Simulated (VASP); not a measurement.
# ZnS (R3m) in VASP: a series of runs

The runs below take ZnS through single point, with PBEsol.

Everything below comes from runs of VASP 6.6.1. Logs are shortened: lines on timing, memory, paths and dates and some standing lists are left out, and cuts for length are marked.

## 1. The cell of the first run

It takes space group R3m (No. 160, trigonal). Conventional cell: a = 3.728 Å, b = 3.728 Å, c = 27.483 Å, α = 90.00°, β = 90.00°, γ = 120.00°. Zn (site symmetry 3m) has 4 S at 2.29 Å within 3.0 Å. Within 3.0 Å of Zn (site symmetry 3m) lie 4 S at 2.28 Å. Within 3.0 Å of Zn (site symmetry 3m) lie 4 S at 2.29 Å. S (site symmetry 3m) has 4 Zn at 2.29 Å within 3.0 Å. S (site symmetry 3m) has 4 Zn at 2.28 to 2.29 Å within 3.0 Å. S (site symmetry 3m) has 4 Zn at 2.28 to 2.29 Å within 3.0 Å.

## 2. Single point, PBEsol

Input file INCAR:

```
ALGO = Normal
EDIFF = 1E-6
ENCUT = 520
GGA = PS
ISIF = 2
ISMEAR = 0
LASPH = T
LCHARG = T
LELF = T
LREAL = F
LVHAR = T
LWAVE = F
NBANDS = 36
NELM = 100
PREC = Accurate
SIGMA = 0.01
```

Input file KPOINTS:

```
k-points
0
Gamma
  6 6 6
```

Input file POSCAR:

```
ZnS
1.0
    1.8642219155      1.0763094615      9.1610383502
   -1.8642219155      1.0763094615      9.1610383502
    0.0000000000     -2.1526179434      9.1610383502
Zn S
3 3
Direct
    0.9999710000      0.9999710000      0.9999710000
    0.2222690000      0.2222690000      0.2222690000
    0.4446130000      0.4446130000      0.4446130000
    0.0832670000      0.0832670000      0.0832670000
    0.5278420000      0.5278420000      0.5278420000
    0.3053630000      0.3053630000      0.3053630000
```

Potentials or basis: VASP PAW PBE potentials, release 64 (Zn, S).

Launch:

```bash
> cat potpaw_PBE.64/Zn/POTCAR potpaw_PBE.64/S/POTCAR > POTCAR
> mpirun -np 1 vasp_std > vasp.out
```

OUTCAR:

```text
EDIFF = 1E-6
   ENCUT = 520
   GGA = PS
   ISIF = 2
   ISMEAR = 0
   LASPH = T
   LREAL = F
   NELM = 100
   PREC = Accurate

 ion  position               nearest neighbor table
   1  1.000  1.000  1.000-   6 2.29   6 2.29   6 2.29   4 2.29
   2  0.222  0.222  0.222-   6 2.28   5 2.28   5 2.28   5 2.28
   3  0.445  0.445  0.445-   4 2.29   4 2.29   4 2.29   5 2.29
   4  0.083  0.083  0.083-   3 2.29   3 2.29   3 2.29   1 2.29
   5  0.528  0.528  0.528-   2 2.28   2 2.28   2 2.28   3 2.29
   6  0.305  0.305  0.305-   2 2.28   1 2.29   1 2.29   1 2.29

  LATTYP: Found a trigonal (rhomboedric) cell.
 ALAT       =     9.4105466930
 COS(alpha) =     0.9215133891

  Lattice vectors:

 A1 = (   1.8642219155,   1.0763094615,   9.1610383502)
 A2 = (  -1.8642219155,   1.0763094615,   9.1610383502)
 A3 = (   0.0000000000,  -2.1526179434,   9.1610383502)

Analysis of symmetry for initial positions (statically):
=====================================================================
 Subroutine PRICEL returns:
 Original cell was already a primitive cell.

 Routine SETGRP: Setting up the symmetry group for a
 trigonal (rhombohedral) supercell.

 Subroutine GETGRP returns: Found  6 space group operations
 (whereof  6 operations were pure point group operations)
 out of a pool of 12 trial point group operations.

The static configuration has the point symmetry C_3v.

Analysis of symmetry for dynamics (positions and initial velocities):
=====================================================================
 Subroutine PRICEL returns:
 Original cell was already a primitive cell.

 Routine SETGRP: Setting up the symmetry group for a
 trigonal (rhombohedral) supercell.

 Subroutine GETGRP returns: Found  6 space group operations
 (whereof  6 operations were pure point group operations)
 out of a pool of 12 trial point group operations.

The dynamic configuration has the point symmetry C_3v.

 Subroutine INISYM returns: Found  6 space group operations
 (whereof  6 operations are pure point group operations),
 and found     1 'primitive' translations

----------------------------------------------------------------------------------------

                                     Primitive cell

  volume of cell :     110.2886

  direct lattice vectors                    reciprocal lattice vectors
     1.864221915  1.076309461  9.161038350     0.268208412  0.154850183  0.036385972
    -1.864221915  1.076309461  9.161038350    -0.268208412  0.154850183  0.036385972
     0.000000000 -2.152617943  9.161038350     0.000000000 -0.309700366  0.036385988

  length of vectors
     9.410546693  9.410546693  9.410546619     0.311830516  0.311830516  0.311830494

  position of ions in fractional coordinates (direct lattice)
     0.999971000  0.999971000  0.999971000
     0.222269000  0.222269000  0.222269000
     0.444613000  0.444613000  0.444613000
     0.083267000  0.083267000  0.083267000
     0.527842000  0.527842000  0.527842000
     0.305363000  0.305363000  0.305363000

  ion indices of the primitive-cell ions
   primitive index   ion index
                 1           1
                 2           2
                 3           3
                 4           4
                 5           5
                 6           6

----------------------------------------------------------------------------------------

 KPOINTS: k-points

Automatic generation of k-mesh.
 Grid dimensions read from file:
 generate k-points for:    6    6    6

 Generating k-lattice:

  Cartesian coordinates                     Fractional coordinates (reciprocal lattice)
     0.044701402  0.025808364  0.006064329     0.166666667  0.000000000 -0.000000000
    -0.044701402  0.025808364  0.006064329     0.000000000  0.166666667 -0.000000000
     0.000000000 -0.051616728  0.006064331     0.000000000  0.000000000  0.166666667

  Length of vectors
     0.051971753  0.051971753  0.051971749

  Shift w.r.t. Gamma in fractional coordinates (k-lattice)
     0.000000000  0.000000000  0.000000000

 Subroutine IBZKPT returns following result:
 ===========================================

 Found     32 irreducible k-points:

 Following reciprocal coordinates:
            Coordinates               Weight
  0.000000  0.000000  0.000000      1.000000
  0.166667  0.000000  0.000000      6.000000
  0.333333  0.000000  0.000000      6.000000
  0.500000  0.000000  0.000000      3.000000
  0.166667  0.166667  0.000000      6.000000
  0.333333  0.166667  0.000000     12.000000
[... 16 lines left out ...]
  0.500000  0.500000  0.166667      6.000000
 -0.333333  0.500000  0.166667     12.000000
 [... further k-points ...]
   k-points           NKPTS =     32   k-points in BZ     NKDIM =     32   number of bands    NBANDS=     36
   number of dos      NEDOS =    301   number of ions     NIONS =      6
   total plane-waves  NPLWV = 343000
   dimension x,y,z NGX =    70 NGY =   70 NGZ =   70
   dimension x,y,z NGXF=   140 NGYF=  140 NGZF=  140
   ions per type =               3   3
   NGX,Y,Z   is equivalent  to a cutoff of  12.37, 12.37, 12.37 a.u.
   NGXF,Y,Z  is equivalent  to a cutoff of  24.73, 24.73, 24.73 a.u.
 SYSTEM =  unknown system
   PREC   = accura    normal or accurate (medium, high low for compatibility)
   ISTART =      0    job   : 0-new  1-cont  2-samecut
   ICHARG =      2    charge: 1-file 2-atom 10-const
   ISPIN  =      1    spin polarized calculation?
   LNONCOLLINEAR =      F non collinear calculations
   LSORBIT =      F    spin-orbit coupling
   LASPH  =      T    aspherical Exc in radial PAW
   ENCUT  =  520.0 eV  38.22 Ry    6.18 a.u.  17.50 17.50 17.50*2*pi/ulx,y,z
   NELM   =    100;   NELMIN=  2; NELMDL= -5     # of ELM steps
   EDIFF  = 0.1E-05   stopping-criterion for ELM
   LREAL  =      F    real-space projection
   EDIFFG = 0.1E-04   stopping-criterion for IOM
   NSW    =      0    number of steps for IOM
   IBRION =     -1    ionic relax: 0-MD 1-quasi-New 2-CG
   NFREE  =      0    steps in history (QN), initial steepest desc. (CG)
   ISIF   =      2    stress and relaxation
   ISYM   =      2    0-nonsym 1-usesym 2-fastsym
   POTIM  = 0.5000    time-step for ionic-motion
   TEBEG  =    0.0;   TEEND  =   0.0 temperature during run
   PSTRESS=    0.0 pullay stress
   NELECT =      54.0000    total number of electrons
   NUPDOWN=      -1.0000    fix difference up-down
   EMIN   =  10.00;   EMAX   =-10.00  energy-range for DOS
   EFERMI =   0.00;   METHOD = LEGACY
   ISMEAR =     0;   SIGMA  =   0.01  broadening in eV -4-tet -1-fermi 0-gaus
   EFERMI_NEDOS =   21; number of points for ismear=-14 and -15
   IALGO  =     38    algorithm
   IMIX   =      4    mixing-type and parameters
     AMIX     =   0.40;   BMIX     =  1.00
     AMIX_MAG =   1.60;   BMIX_MAG =  1.00
  volume/ion in A,a.u.               =      18.38       124.04
  Fermi-wavevector in a.u.,A,eV,Ry     =   1.290315  2.438343 22.652529  1.664914
  Thomas-Fermi vector in A             =   2.422154
   LORBIT       =      0    0 simple, 1 ext, 2 COOP (PROOUT), +10 PAW based schemes
   GGA     = PS    functional components
   LHFCALC =     F    Hartree Fock is set to
   AEXX    =    0.0000 exact exchange contribution
   IVDW    =     0    specifies the selected vdW correction
   LEPSILON=     F    determine dielectric tensor
   LRPA    =     F    only Hartree local field effects (RPA)
 non-spin polarized calculation
 Gauss-broadening in eV      SIGMA  =   0.01
  energy-cutoff  :      520.00
  volume of cell :      110.29
 maximum number of plane-waves:      2989
 NGX is ok and might be reduce to    70
   NGX = 35   NGY = 35   NGZ = 35

 number of electron      54.0000000 magnetization

 Free energy of the ion-electron system (eV)
  ---------------------------------------------------
  ext. energy  EPLUGINS =         0.00000000
  ---------------------------------------------------
  free energy    TOTEN  =       -22.68469129 eV

  energy without entropy =      -22.68469129  energy(sigma->0) =      -22.68469129

 E-fermi :   2.7865     XC(G=0): -10.1798

 val. band max:        2.7164473797   @ k =   0.0000   0.0000   0.0000
 cond. band min:       5.0564575182   @ k =   0.0000   0.0000   0.0000
 fundamental gap:      2.3400101385
 Fermi energy:         2.7865322276

 k-point     1 :       0.0000    0.0000    0.0000
  band No.  band energies     occupation
      1     -10.9809      2.00000
      2     -10.2156      2.00000
      3     -10.2055      2.00000
      4      -3.9777      2.00000
      5      -3.9659      2.00000
      6      -3.9659      2.00000
[... 28 lines left out ...]
     35       9.5113      0.00000
     36       9.9750      0.00000

 k-point     2 :       0.1667    0.0000    0.0000
  band No.  band energies     occupation
      1     -10.7699      2.00000
      2     -10.1164      2.00000
      3     -10.0113      2.00000
      4      -3.9988      2.00000
      5      -3.9598      2.00000
      6      -3.9299      2.00000
[... 28 lines left out ...]
     35       9.6220      0.00000
     36      10.4039      0.00000

 k-point     3 :       0.3333    0.0000    0.0000
  band No.  band energies     occupation
      1     -10.2601      2.00000
      2      -9.8173      2.00000
      3      -9.7013      2.00000
      4      -4.0472      2.00000
      5      -3.9816      2.00000
      6      -3.8804      2.00000
[... 28 lines left out ...]
     35      10.5755      0.00000
     36      11.2154      0.00000

 k-point     4 :       0.5000    0.0000    0.0000
  band No.  band energies     occupation
      1      -9.9061      2.00000
      2      -9.6268      2.00000
      3      -9.6170      2.00000
      4      -4.0573      2.00000
      5      -3.9587      2.00000
      6      -3.8435      2.00000
[... 28 lines left out ...]
     35      11.1151      0.00000
     36      11.8275      0.00000

 k-point     5 :       0.1667    0.1667    0.0000
  band No.  band energies     occupation
      1     -10.7610      2.00000
      2     -10.1766      2.00000
      3      -9.9593      2.00000
      4      -3.9989      2.00000
      5      -3.9536      2.00000
      6      -3.9254      2.00000
[... 655 lines left out ...]
 k-point    22 :      -0.1667    0.3333    0.1667
  band No.  band energies     occupation
      1      -9.9164      2.00000
      2      -9.6816      2.00000
      3      -9.5679      2.00000
      4      -3.9685      2.00000
      5      -3.8943      2.00000
      6      -3.8374      2.00000
[... 28 lines left out ...]
     35      10.3724      0.00000
     36      10.9420      0.00000

 k-point    23 :       0.5000    0.5000    0.1667
  band No.  band energies     occupation
      1     -10.1543      2.00000
      2     -10.0440      2.00000
      3      -9.5803      2.00000
      4      -4.0504      2.00000
      5      -3.9818      2.00000
      6      -3.8909      2.00000
[... 28 lines left out ...]
     35      10.5566      0.00000
     36      10.7659      0.00000

 k-point    24 :      -0.3333    0.5000    0.1667
  band No.  band energies     occupation
      1      -9.8271      2.00000
      2      -9.8183      2.00000
      3      -9.5224      2.00000
      4      -3.9742      2.00000
      5      -3.8909      2.00000
      6      -3.8628      2.00000
[... 28 lines left out ...]
     35      10.3274      0.00000
     36      11.5368      0.00000

 [... further k-points ...]

------------------------ aborting loop because EDIFF is reached ----------------------------------------

  FORCE on cell =-STRESS in cart. coord.  units (eV):
  Direction    XX          YY          ZZ          XY          YZ          ZX
  --------------------------------------------------------------------------------------
  -------------------------------------------------------------------------------------
  Total        2.8317929      2.8317934      2.8872274      0.0000000      0.0000001     -0.0000000
  in kB       41.1378393     41.1378478     41.9431438      0.0000000      0.0000015     -0.0000000
  external PRESSURE =      41.4062770 kB  Pullay stress =       0.0000000 kB

 VOLUME and BASIS-vectors are now :
 -----------------------------------------------------------------------------
  energy-cutoff  :      520.00
  volume of cell :      110.29
      direct lattice vectors                 reciprocal lattice vectors
     1.864221915  1.076309461  9.161038350     0.268208412  0.154850183  0.036385972
    -1.864221915  1.076309461  9.161038350    -0.268208412  0.154850183  0.036385972
     0.000000000 -2.152617943  9.161038350     0.000000000 -0.309700366  0.036385988

 POSITION                                       TOTAL-FORCE (eV/Angst)
 -----------------------------------------------------------------------------------
      0.00000      0.00000     27.48232         0.000000      0.000000      0.005312
      0.00000      0.00000      6.10864         0.000000      0.000000      0.011674
      0.00000      0.00000     12.21935         0.000000     -0.000000     -0.000199
      0.00000      0.00000      2.28844         0.000000     -0.000000     -0.009237
      0.00000      0.00000     14.50674         0.000000     -0.000000     -0.007596
      0.00000      0.00000      8.39233        -0.000000      0.000000      0.000046
 -----------------------------------------------------------------------------------
    total drift:                                0.000000      0.000002     -0.000148

  FREE ENERGIE OF THE ION-ELECTRON SYSTEM (eV)
  ---------------------------------------------------
  free  energy   TOTEN  =       -22.6846912910 eV

  energy  without entropy=      -22.6846912910  energy(sigma->0) =      -22.68469129
```

Run time: 9.8 min. Hardware: 1 thread of Intel Xeon Platinum 8488C (Sapphire Rapids), shared host; peak memory 0.66 GiB.

What came out:

```
Free energy            : -22.6847 eV
Pressure               : 4.1 GPa
Largest force          : 0.012 eV/Å
Band gap on the k mesh : 2.34 eV
```

Forces in eV/Å, atoms in the order of the input:
```
Zn   0.000  0.000  0.005
Zn   0.000  0.000  0.012
Zn   0.000  0.000  0.000
S    0.000  0.000 -0.009
S    0.000  0.000 -0.008
S    0.000  0.000  0.000
```

Levels at points of the mesh, in eV from the valence-band top:
```csv
k point,band 23,band 24,band 25,band 26,band 27,band 28,band 29,band 30,band 31,band 32
"(0.00, 0.00, 0.00)",-0.77,-0.77,-0.06,0.00,0.00,2.34,3.33,3.49,6.18,6.18
"(0.50, 0.00, 0.00)",-2.41,-2.19,-2.17,-1.48,-0.99,3.16,3.75,3.96,4.81,5.13
"(0.50, 0.50, 0.00)",-2.52,-2.11,-1.43,-1.43,-1.43,3.21,3.44,4.21,4.91,5.65
"(0.50, 0.50, 0.50)",-1.00,-0.28,-0.28,-0.27,-0.27,3.17,3.43,3.59,6.19,6.26
```

Caveat: the cell stands under pressure; the PAW data sets were made with another functional, which shifts forces and pressure a little.

## 3. Single point, PBEsol

This run uses another cell than the first one, of 18.77 Å³/atom.

Input file INCAR:

```
SYSTEM = ZnS
PREC = Accurate
ENCUT = 520
EDIFF = 1E-6
ISMEAR = 0
SIGMA = 0.01
LREAL = .FALSE.
LASPH = .TRUE.
NELM = 80
ALGO = Normal
ISIF = 2
LWAVE = .FALSE.
LCHARG = .FALSE.
GGA = PS
NBANDS = 36
```

Input file KPOINTS:

```
Automatic mesh
0
G
  6 6 6
  0 0 0
```

Changes to POSCAR since step 2:

```diff
@@ -2,5 +2,5 @@
 1.0
-    1.8642219155      1.0763094615      9.1610383502
-   -1.8642219155      1.0763094615      9.1610383502
-    0.0000000000     -2.1526179434      9.1610383502
+    1.8773506714      1.0838893553      9.2255548304
+   -1.8773506714      1.0838893553      9.2255548304
+    0.0000000000     -2.1677777242      9.2255548304
 Zn S
```

Potentials or basis: VASP PAW PBE potentials, release 64 (Zn, S).

Launch:

```bash
> cat potpaw_PBE.64/Zn/POTCAR potpaw_PBE.64/S/POTCAR > POTCAR
> mpirun -np 1 vasp_std > vasp.out
```

Wall time 9.4 min (1 thread of Intel Xeon Platinum 8488C (Sapphire Rapids), shared host); peak memory 0.66 GiB.

The run converged. Its results:

```yaml
Free_energy: -22.7311 eV
Pressure: 2.2 GPa
Largest_force: 0.007 eV/Å
Band_gap_on_the_k_mesh: 2.24 eV
```

Forces on the atoms (eV/Å):
```
Zn   0.000  0.000  0.003
Zn   0.000  0.000  0.007
Zn   0.000  0.000 -0.003
S    0.000  0.000 -0.005
S    0.000  0.000 -0.005
S    0.000  0.000  0.003
```

Levels at points of the mesh, in eV from the valence-band top:
```csv
k point,band 24,band 25,band 26,band 27,band 28,band 29,band 30,band 31
"(0.00, 0.00, 0.00)",-0.75,-0.06,0.00,0.00,2.24,3.29,3.45,6.20
"(0.50, 0.00, 0.00)",-2.11,-2.10,-1.42,-0.96,3.17,3.77,3.95,4.80
"(0.50, 0.50, 0.00)",-2.04,-1.38,-1.38,-1.38,3.21,3.46,4.19,4.89
"(0.50, 0.50, 0.50)",-0.27,-0.27,-0.26,-0.26,3.13,3.35,3.50,6.18
```

Caveat: the PAW data sets were made with another functional, which shifts forces and pressure a little. A k mesh can miss the band edges.

## 4. Single point, PBEsol

This run uses another cell than the first one, of 19.16 Å³/atom.

Input file INCAR:

```
PREC = Accurate
ENCUT = 520
EDIFF = 1E-7
ISMEAR = 0
SIGMA = 0.01
LREAL = False
LASPH = True
NELM = 80
ALGO = Normal
ISIF = 2
LWAVE = False
LCHARG = True
GGA = PS
LELF = True
LVHAR = True
NBANDS = 36
```

Input file KPOINTS:

```
regular mesh
0
Gamma
  6 6 6
```

Changes to POSCAR since step 3:

```diff
@@ -2,5 +2,5 @@
 1.0
-    1.8773506714      1.0838893553      9.2255548304
-   -1.8773506714      1.0838893553      9.2255548304
-    0.0000000000     -2.1677777242      9.2255548304
+    1.8902983266      1.0913646906      9.2891813571
+   -1.8902983266      1.0913646906      9.2891813571
+    0.0000000000     -2.1827283878      9.2891813571
 Zn S
```

Launch:

```bash
> cat potpaw_PBE.64/Zn/POTCAR potpaw_PBE.64/S/POTCAR > POTCAR
> mpirun -np 1 vasp_std > vasp.out
```

It took 13 min on 1 thread of Intel Xeon Platinum 8488C (Sapphire Rapids), shared host; peak memory 0.72 GiB.

The run converged. Its results:

```
Free energy            : -22.7506 eV
Pressure               : 0.4 GPa
Largest force          : 0.007 eV/Å
Band gap on the k mesh : 2.15 eV
```

Forces in eV/Å, atoms in the order of the input:
```
Zn   0.000  0.000  0.001
Zn   0.000  0.000  0.004
Zn   0.000  0.000 -0.007
S    0.000  0.000  0.000
S    0.000  0.000 -0.002
S    0.000  0.000  0.005
```

Levels at points of the mesh, in eV from the valence-band top:
```tsv
k point	band 23	band 24	band 25	band 26	band 27	band 28	band 29	band 30	band 31	band 32
(0.00, 0.00, 0.00)	-0.72	-0.72	-0.06	0.00	0.00	2.15	3.25	3.41	6.22	6.22
(0.50, 0.00, 0.00)	-2.27	-2.05	-2.03	-1.38	-0.93	3.19	3.77	3.95	4.79	5.16
(0.50, 0.50, 0.00)	-2.36	-1.98	-1.34	-1.34	-1.33	3.21	3.49	4.18	4.87	5.69
(0.50, 0.50, 0.50)	-0.94	-0.26	-0.26	-0.25	-0.25	3.10	3.27	3.41	6.17	6.24
```

Caveat: the PAW data sets were made with another functional, which shifts forces and pressure a little. A k mesh can miss the band edges.

## 5. Summary

| cell | gap on the mesh (eV) | pressure (GPa) | largest force (eV/Å) |
| --- | --- | --- | --- |
| a = 9.411 Å, angles 22.9°, 6 atoms | 2.34 | 4.1 | 0.01 |
| a = 9.477 Å, angles 22.9°, 6 atoms | 2.24 | 2.2 | 0.01 |
| a = 9.542 Å, angles 22.9°, 6 atoms | 2.15 | 0.4 | 0.01 |

Alike in all rows: task single point; level PBEsol; potentials or basis VASP PAW PBE potentials, release 64 (Zn, S); no spin polarisation; k mesh 6 × 6 × 6; cutoff (eV) 520; smearing gaussian 0.01 eV.

Caveats: the PAW data sets were made with another functional, which shifts forces and pressure a little; the cell stands under pressure (at least some runs).

Absolute energies hang on the potentials; compare differences alone.
